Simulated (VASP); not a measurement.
Write the native input for VASP 6.6.1 that does the following.

| Quantity | Value |
| --- | --- |
| Task | single point |
| Functional | PBEsol |
| Potentials or basis | VASP PAW PBE potentials, release 64 (Cd, Se) |
| Cutoff | 500 eV |
| k mesh | 6 × 6 × 4 |
| Occupations | gaussian, width 0.01 eV |
| Spin | no spin polarisation |
| Dipole correction | no |
| Further INCAR settings | ALGO = Normal; EDIFF = 1e-06; NBANDS = 26 |

The structure of CdSe lies in POSCAR:

```
CdSe
1.0
    4.2150796297      0.0000000000      0.0000000000
   -2.1075398149      3.6503660383      0.0000000000
    0.0000000000      0.0000000000      7.1065078708
Cd Se
2 2
Direct
    0.3333333333      0.6666666667      0.0046992087
    0.6666666667      0.3333333333      0.5046992087
    0.3333333333      0.6666666667      0.3803007913
    0.6666666667      0.3333333333      0.8803007913
```

This cell differs from its parent crystal: in-plane strain -0.02.

The input as run:

INCAR

```
  PREC = Accurate
  ENCUT = 500
  EDIFF = 1E-6
  ISMEAR = 0
  SIGMA = 0.01
  LREAL = False
  LASPH = True
  NELM = 120
  ALGO = Normal
  ISIF = 2
  LWAVE = False
  LCHARG = True
  GGA = PS
  LELF = True
  LVHAR = True
  NBANDS = 26
  GGA_COMPAT = False
```

KPOINTS

```
regular mesh
0
Gamma
  6 6 4
```

Potentials or basis: VASP PAW PBE potentials, release 64 (Cd, Se).

Run with:

```console
$ cat potpaw_PBE.64/Cd/POTCAR potpaw_PBE.64/Se/POTCAR > POTCAR
$ mpirun -np 1 vasp_std > vasp.out
```

Results of the run:

```yaml
Pressure: 2.1 GPa
Largest_force: 0.256 eV/Å
Band_gap_on_the_k_mesh: 0.56 eV
```

Caveat: the cell differs from its parent crystal (in-plane strain -0.02); the PAW data sets were made with another functional, which shifts forces and pressure a little.

Run time: 87 s on 1 thread of AMD EPYC 7R13 (shared host), peak memory 0.21 GiB.
